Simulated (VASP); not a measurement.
# InP in VASP: single point with PBE+D3(BJ)

Aim: the single point of InP with PBE+D3(BJ).

Program: VASP 6.6.1. These are calculated values, not measurements. Logs are shortened: lines on timing, memory, paths and dates and some standing lists are left out, and cuts for length are marked.

**1. The cell of the first run**

The cell holds a slab with vacuum, 24 atoms: a = 8.316 Å, b = 8.316 Å, c = 18.638 Å, α = 90.00°, β = 90.00°, γ = 60.00°.

**2. Single point, PBE+D3(BJ)**

INCAR

```
PREC     = Accurate       # precision mode
ENCUT    = 520            # plane-wave cutoff, eV
EDIFF    = 1E-6           # SCF threshold, eV
ISMEAR   = -1             # smearing method
SIGMA    = 0.15           # smearing width, eV
LREAL    = Auto         
LASPH    = T              # aspherical terms in the spheres
NELM     = 60             # most SCF steps
ALGO     = Normal         # electronic algorithm
ISIF     = 2              # what is computed and relaxed
LWAVE    = F              # write WAVECAR
LCHARG   = F              # write CHGCAR
GGA      = PE             # functional
IVDW     = 12             # dispersion correction
NBANDS   = 126            # bands
```

KPOINTS

```
Automatic mesh
0
Gamma
  2 2 1
```

POSCAR

```
InP
1.0
    8.3155760000      0.0000000000      0.0000000000
    4.1577880000      7.2015000000      0.0000000000
    0.0000000000      0.0000000000     18.6383440000
In P
12 12
Direct
    0.0000000000      0.0000000000      0.0536528353
   -0.0000027500      0.5000069430      0.0536528353
    0.5000014431      0.0000000000      0.0536528353
    0.4999986931      0.5000069430      0.0536528353
    0.6002463985      0.6731236548      0.2387068293
    0.6633753356      0.1419148788      0.2376391379
    0.1205341127      0.6379087690      0.2457353507
    0.1632200535      0.1926820801      0.2322899502
    0.3336590745      0.3481496910      0.4368199235
    0.4100865530      0.7756995070      0.4378822496
    0.8362077713      0.2715267653      0.4080137162
    0.8193259035      0.8359091856      0.4386763116
    0.1666708597      0.1666597237      0.0991879965
    0.1666681097      0.6666666667      0.0991879965
    0.6666723028      0.1666597237      0.0991879965
    0.6666695528      0.6666666667      0.0991879965
    0.7921304127      0.8209123099      0.2916782736
    0.8304418719      0.3292369645      0.2793703132
    0.2773239243      0.8587238770      0.2748473791
    0.3128465883      0.3564396306      0.3006973152
    0.5457674002      0.4609734083      0.4615807070
    0.5192008997      1.0174269249      0.4896089481
   -0.0018706879      0.4719711171      0.4080137162
    0.0647842044      0.9543011873      0.4563388250
```

Potentials or basis: VASP PAW PBE potentials, release 64 (In_d, P).

Launch:

```
cat potpaw_PBE.64/In_d/POTCAR potpaw_PBE.64/P/POTCAR > POTCAR
mpirun -np 1 vasp_std > vasp.out
```

OUTCAR:

```text
PREC = Accurate
   ENCUT = 520
   EDIFF = 1E-6
   ISMEAR = -1
   LREAL = Auto
   LASPH = T
   NELM = 60
   ISIF = 2
   GGA = PE
   IVDW = 12
 IVDW          = 12

 ion  position               nearest neighbor table
   1  0.000  0.000  0.054-  15 2.55  13 2.55  14 2.55
   2  1.000  0.500  0.054-  16 2.55  14 2.55  13 2.55   8 4.00
   3  0.500  0.000  0.054-  13 2.55  15 2.55  16 2.55
   4  0.500  0.500  0.054-  14 2.55  16 2.55  15 2.55   5 3.98
   5  0.600  0.673  0.239-  19 2.43  18 2.63  17 2.64  16 2.65  10 3.96   4 3.98   8 4.02
   6  0.663  0.142  0.238-  17 2.54  15 2.59  18 2.67  20 2.80  11 3.85   8 3.97   7 4.01
   7  0.121  0.638  0.246-  20 2.31  17 2.52  14 2.79  19 2.79   8 3.55   6 4.01
   8  0.163  0.193  0.232-  13 2.49  18 2.56  19 2.57  20 2.59   7 3.55   6 3.97   2 4.00   5 4.02

   9  0.334  0.348  0.437-  21 2.42  23 2.50  20 2.54  22 2.58  10 3.91  11 3.94
  10  0.410  0.776  0.438-  21 2.32  24 2.51  22 2.76  19 3.19  12 3.68   9 3.91  11 3.95   5 3.96

  11  0.836  0.272  0.408-  21 2.35  18 2.44  24 2.52  23 2.61  12 3.74   6 3.85   9 3.94  10 3.95

  12  0.819  0.836  0.439-  22 2.38  23 2.68  24 2.69  17 2.76  10 3.68  11 3.74
  13  0.167  0.167  0.099-   8 2.49   3 2.55   1 2.55   2 2.55
  14  0.167  0.667  0.099-   4 2.55   2 2.55   1 2.55   7 2.79
  15  0.667  0.167  0.099-   1 2.55   3 2.55   4 2.55   6 2.59
  16  0.667  0.667  0.099-   2 2.55   4 2.55   3 2.55   5 2.65
  17  0.792  0.821  0.292-   7 2.52   6 2.54   5 2.64  12 2.76
  18  0.830  0.329  0.279-  11 2.44   8 2.56   5 2.63   6 2.67
  19  0.277  0.859  0.275-   5 2.43   8 2.57   7 2.79  10 3.19
  20  0.313  0.356  0.301-   7 2.31   9 2.54   8 2.59   6 2.80
  21  0.546  0.461  0.462-  10 2.32  11 2.35   9 2.42
  22  0.519  0.017  0.490-  12 2.38   9 2.58  10 2.76
  23  0.998  0.472  0.408-   9 2.50  11 2.61  12 2.68
  24  0.065  0.954  0.456-  10 2.51  11 2.52  12 2.69

  LATTYP: Found a hexagonal cell.
 ALAT       =     8.3155759454
 C/A-ratio  =     2.2413774010

  Lattice vectors:

 A1 = (  -4.1577880000,  -7.2015000000,   0.0000000000)
 A2 = (   8.3155760000,   0.0000000000,   0.0000000000)
 A3 = (   0.0000000000,   0.0000000000,  18.6383440000)

Analysis of symmetry for initial positions (statically):
=====================================================================
 Subroutine PRICEL returns:
 Original cell was already a primitive cell.

 Routine SETGRP: Setting up the symmetry group for a
 hexagonal supercell.

 Subroutine GETGRP returns: Found  1 space group operations
 (whereof  1 operations were pure point group operations)
 out of a pool of 24 trial point group operations.

The static configuration has the point symmetry C_1 .

Analysis of symmetry for dynamics (positions and initial velocities):
=====================================================================
 Subroutine PRICEL returns:
 Original cell was already a primitive cell.

 Routine SETGRP: Setting up the symmetry group for a
 hexagonal supercell.

 Subroutine GETGRP returns: Found  1 space group operations
 (whereof  1 operations were pure point group operations)
 out of a pool of 24 trial point group operations.

The dynamic configuration has the point symmetry C_1 .

 Subroutine INISYM returns: Found  1 space group operations
 (whereof  1 operations are pure point group operations),
 and found     1 'primitive' translations

----------------------------------------------------------------------------------------

                                     Primitive cell

  volume of cell :    1116.1502

  direct lattice vectors                    reciprocal lattice vectors
     8.315576000  0.000000000  0.000000000     0.120256252 -0.069429980  0.000000000
     4.157788000  7.201500000  0.000000000     0.000000000  0.138859960  0.000000000
     0.000000000  0.000000000 18.638344000     0.000000000  0.000000000  0.053652835

  length of vectors
     8.315576000  8.315575945 18.638344000     0.138859959  0.138859960  0.053652835

  position of ions in fractional coordinates (direct lattice)
     0.000000000  0.000000000  0.053652835
     0.999997250  0.500006943  0.053652835
     0.500001443  0.000000000  0.053652835
     0.499998693  0.500006943  0.053652835
     0.600246398  0.673123655  0.238706829
     0.663375336  0.141914879  0.237639138
[... 16 lines left out ...]
     0.998129312  0.471971117  0.408013716
     0.064784204  0.954301187  0.456338825

  ion indices of the primitive-cell ions
   primitive index   ion index
                 1           1
                 2           2
                 3           3
                 4           4
                 5           5
                 6           6
[... 16 lines left out ...]
                23          23
                24          24

----------------------------------------------------------------------------------------

 KPOINTS: Automatic mesh

Automatic generation of k-mesh.
 Grid dimensions read from file:
 generate k-points for:    2    2    1

 Generating k-lattice:

  Cartesian coordinates                     Fractional coordinates (reciprocal lattice)
     0.060128126 -0.034714990  0.000000000     0.500000000  0.000000000  0.000000000
     0.000000000  0.069429980  0.000000000     0.000000000  0.500000000  0.000000000
     0.000000000  0.000000000  0.053652835     0.000000000  0.000000000  1.000000000

  Length of vectors
     0.069429979  0.069429980  0.053652835

  Shift w.r.t. Gamma in fractional coordinates (k-lattice)
     0.000000000  0.000000000  0.000000000

 Subroutine IBZKPT returns following result:
 ===========================================

 Found      4 irreducible k-points:

 Following reciprocal coordinates:
            Coordinates               Weight
  0.000000  0.000000  0.000000      1.000000
  0.500000  0.000000  0.000000      1.000000
  0.500000  0.500000  0.000000      1.000000
  0.000000  0.500000  0.000000      1.000000
   k-points           NKPTS =      4   k-points in BZ     NKDIM =      4   number of bands    NBANDS=    126
   number of dos      NEDOS =    301   number of ions     NIONS =     24
   total plane-waves  NPLWV = 573440
   dimension x,y,z NGX =    64 NGY =   64 NGZ =  140
   dimension x,y,z NGXF=   128 NGYF=  128 NGZF=  280
   ions per type =              12  12
   NGX,Y,Z   is equivalent  to a cutoff of  12.79, 12.79, 12.49 a.u.
   NGXF,Y,Z  is equivalent  to a cutoff of  25.59, 25.59, 24.97 a.u.
 SYSTEM =  unknown system
   PREC   = accura    normal or accurate (medium, high low for compatibility)
   ISTART =      0    job   : 0-new  1-cont  2-samecut
   ICHARG =      2    charge: 1-file 2-atom 10-const
   ISPIN  =      1    spin polarized calculation?
   LNONCOLLINEAR =      F non collinear calculations
   LSORBIT =      F    spin-orbit coupling
   LASPH  =      T    aspherical Exc in radial PAW
   ENCUT  =  520.0 eV  38.22 Ry    6.18 a.u.  15.46 15.46 34.65*2*pi/ulx,y,z
   NELM   =     60;   NELMIN=  2; NELMDL= -5     # of ELM steps
   EDIFF  = 0.1E-05   stopping-criterion for ELM
   LREAL  =      T    real-space projection
   EDIFFG = 0.1E-04   stopping-criterion for IOM
   NSW    =      0    number of steps for IOM
   IBRION =     -1    ionic relax: 0-MD 1-quasi-New 2-CG
   NFREE  =      0    steps in history (QN), initial steepest desc. (CG)
   ISIF   =      2    stress and relaxation
   ISYM   =      2    0-nonsym 1-usesym 2-fastsym
   POTIM  = 0.5000    time-step for ionic-motion
   TEBEG  =    0.0;   TEEND  =   0.0 temperature during run
   PSTRESS=    0.0 pullay stress
   NELECT =     216.0000    total number of electrons
   NUPDOWN=      -1.0000    fix difference up-down
   EMIN   =  10.00;   EMAX   =-10.00  energy-range for DOS
   EFERMI =   0.00;   METHOD = LEGACY
   ISMEAR =    -1;   SIGMA  =   0.15  broadening in eV -4-tet -1-fermi 0-gaus
   EFERMI_NEDOS =   21; number of points for ismear=-14 and -15
   IALGO  =     38    algorithm
   IMIX   =      4    mixing-type and parameters
     AMIX     =   0.40;   BMIX     =  1.00
     AMIX_MAG =   1.60;   BMIX_MAG =  1.00
  volume/ion in A,a.u.               =      46.51       313.84
  Fermi-wavevector in a.u.,A,eV,Ry     =   0.946931  1.789441 12.200061  0.896679
  Thomas-Fermi vector in A             =   2.074976
   LORBIT       =      0    0 simple, 1 ext, 2 COOP (PROOUT), +10 PAW based schemes
   GGA     = PE    functional components
   LHFCALC =     F    Hartree Fock is set to
   AEXX    =    0.0000 exact exchange contribution
   IVDW    =    12    specifies the selected vdW correction
   LEPSILON=     F    determine dielectric tensor
   LRPA    =     F    only Hartree local field effects (RPA)
 non-spin polarized calculation
  energy-cutoff  :      520.00
  volume of cell :     1116.15
 maximum number of plane-waves:     30069
 NGX is ok and might be reduce to    64
   NGX = 31   NGY = 31   NGZ = 69

 number of electron     216.0000060 magnetization

 Free energy of the ion-electron system (eV)
  ---------------------------------------------------
  ext. energy  EPLUGINS =         0.00000000
  ---------------------------------------------------
  free energy    TOTEN  =       -90.15253848 eV

  energy without entropy =      -89.29185191  energy(sigma->0) =      -89.72219520

 E-fermi :   1.0295     XC(G=0):  -5.7928

 val. band max:        0.9965936093   @ k =   0.0000   0.5000   0.0000
 cond. band min:       1.0710022398   @ k =   0.0000   0.0000   0.0000
 fundamental gap:      0.0744086306
 Fermi energy:         1.0294617436

 k-point     1 :       0.0000    0.0000    0.0000
  band No.  band energies     occupation
      1     -14.0637      2.00000
      2     -14.0576      2.00000
      3     -14.0373      2.00000
      4     -13.9805      2.00000
      5     -13.9226      2.00000
      6     -13.9191      2.00000
[... 112 lines left out ...]
    119       2.8235      0.00001
    120       2.9853      0.00000

 k-point     2 :       0.5000    0.0000    0.0000
  band No.  band energies     occupation
      1     -14.0488      2.00000
      2     -14.0424      2.00000
      3     -14.0137      2.00000
      4     -13.9966      2.00000
      5     -13.9267      2.00000
      6     -13.9246      2.00000
[... 112 lines left out ...]
    119       3.5353      0.00000
    120       3.6372      0.00000

 k-point     3 :       0.5000    0.5000    0.0000
  band No.  band energies     occupation
      1     -14.0542      2.00000
      2     -14.0291      2.00000
      3     -14.0244      2.00000
      4     -13.9961      2.00000
      5     -13.9242      2.00000
      6     -13.9194      2.00000
[... 112 lines left out ...]
    119       3.4012      0.00000
    120       3.6282      0.00000

 k-point     4 :       0.0000    0.5000    0.0000
  band No.  band energies     occupation
      1     -14.0469      2.00000
      2     -14.0429      2.00000
      3     -14.0148      2.00000
      4     -13.9983      2.00000
      5     -13.9265      2.00000
      6     -13.9235      2.00000
[... 112 lines left out ...]
    119       3.6130      0.00000
    120       3.6934      0.00000
 [bands above 120 left out]

------------------------ aborting loop because EDIFF is reached ----------------------------------------

 Edisp (eV)   -5.80500

 E8    (eV) :    -2.6468

  FORCE on cell =-STRESS in cart. coord.  units (eV):
  Direction    XX          YY          ZZ          XY          YZ          ZX
  --------------------------------------------------------------------------------------
  -------------------------------------------------------------------------------------
  Total       2.42939     7.22687     5.25130    -4.87830    -2.33776    -3.16834
  in kB       3.48726    10.37381     7.53797    -7.00255    -3.35574    -4.54799
  external pressure =        7.13 kB  Pullay stress =        0.00 kB

 VOLUME and BASIS-vectors are now :
 -----------------------------------------------------------------------------
  energy-cutoff  :      520.00
  volume of cell :     1116.15
      direct lattice vectors                 reciprocal lattice vectors
     8.315576000  0.000000000  0.000000000     0.120256252 -0.069429980  0.000000000
     4.157788000  7.201500000  0.000000000     0.000000000  0.138859960  0.000000000
     0.000000000  0.000000000 18.638344000     0.000000000  0.000000000  0.053652835

 POSITION                                       TOTAL-FORCE (eV/Angst)
 -----------------------------------------------------------------------------------
      0.00000      0.00000      1.00000        -0.086052     -0.090748      0.054684
     10.39448      3.60080      1.00000         0.093244      0.067743      0.256797
      4.15780      0.00000      1.00000         0.072511     -0.029572      0.187234
      6.23670      3.60080      1.00000        -0.027517      0.027189      0.266047
      7.79010      4.84750      4.44910         0.884207     -0.511515      0.345899
      6.10640      1.02200      4.42920         0.146316      0.575401      0.517377
[... 16 lines left out ...]
     10.26238      3.39890      7.60470         0.341943      0.801746      0.495883
      4.50650      6.87240      8.50540        -1.170970      0.065692      0.039472
 -----------------------------------------------------------------------------------
    total drift:                               -0.011858     -0.024674      0.142501

  FREE ENERGIE OF THE ION-ELECTRON SYSTEM (eV)
  ---------------------------------------------------
  free  energy   TOTEN  =       -95.9575388474 eV

  energy  without entropy=      -95.0968522726  energy(sigma->0) =      -95.52719556
```

It took 27 min on 1 thread of Intel Xeon Platinum 8488C (Sapphire Rapids), shared host; peak memory 1.2 GiB.

Results:

```
Free energy                : -95.9575 eV
Largest force              : 2.890 eV/Å
Band gap on the k mesh     : 0.07 eV (least direct gap 0.18 eV)
Dispersion energy per atom : -0.242 eV
```

Forces in eV/Å, atoms in the order of the input:
```
In  -0.086 -0.091  0.055
In   0.093  0.068  0.257
In   0.073 -0.030  0.187
In  -0.028  0.027  0.266
In   0.884 -0.512  0.346
In   0.146  0.575  0.517
In   0.455  2.684 -0.970
In  -0.189 -0.306  1.103
In  -0.583 -0.811  0.502
In   0.620  2.604 -0.733
In   1.456 -1.082  0.336
In   1.485 -0.922 -0.873
P    0.110  0.121 -0.866
P   -0.185 -0.140  0.175
P   -0.111  0.022 -0.339
P   -0.051 -0.020 -0.256
P   -0.190  0.194 -0.337
P   -0.815  0.205 -1.725
P   -0.691 -0.253  0.525
P    0.561 -2.587 -0.735
P   -0.540 -0.386  1.663
P   -1.586 -0.229  0.366
P    0.342  0.802  0.496
P   -1.171  0.066  0.039
```

Caveat: the k points lie up to 0.44 Å⁻¹ apart; the atoms stand as in a frame of molecular dynamics; there is no dipole correction, which matters where the two faces differ; semilocal functionals underestimate gaps, and a narrow one can read as zero; spin-orbit coupling is left out, which moves the levels of the heavy elements.
